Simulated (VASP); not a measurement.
Set up this calculation in VASP 6.6.1, as the native input.

* Task: single point
* Functional: PBE
* Potentials or basis: VASP PAW PBE potentials, release 64 (Be, S)
* Cutoff: 520 eV
* k mesh: 6 × 6 × 6
* Occupations: gaussian, width 0.01 eV
* Spin: no spin polarisation
* Dipole correction: no
* Further INCAR settings: ALGO = Normal; EDIFF = 1e-06; NBANDS = 11

The structure of BeS lies in POSCAR:

```
BeS
1.0
    0.0000000000      2.4343062282      2.4099631659
    2.4343062282      0.0000000000      2.4099631659
    2.4343062282      2.4343062282      0.0000000000
Be S
1 1
Direct
    0.0000000000      0.0000000000      0.0000000000
    0.2500000000      0.2500000000      0.2500000000
```

This cell differs from its parent crystal: uniaxial z strain -1.0%.

These files were run (other wordings do the same):

INCAR

```
ALGO = Normal
EDIFF = 1E-6
ENCUT = 520
GGA = PE
ISIF = 2
ISMEAR = 0
LASPH = True
LCHARG = False
LREAL = False
LWAVE = False
NBANDS = 11
NELM = 100
PREC = Accurate
SIGMA = 0.01
```

KPOINTS

```
k-points
0
Gamma
  6 6 6
```

Potentials or basis: VASP PAW PBE potentials, release 64 (Be, S).

Command:

```console
$ cat potpaw_PBE.64/Be/POTCAR potpaw_PBE.64/S/POTCAR > POTCAR
$ mpirun -np 1 vasp_std > vasp.out
```

Results of the run:

```yaml
Pressure: 1.5 GPa
Band_gap_on_the_k_mesh: 3.03 eV, indirect (least direct gap 5.63 eV)
```

Caveat: the cell differs from its parent crystal (uniaxial z strain -1.0%).

Run time: 15 s on 1 thread of Intel Xeon 8259CL (shared host), peak memory 0.15 GiB.
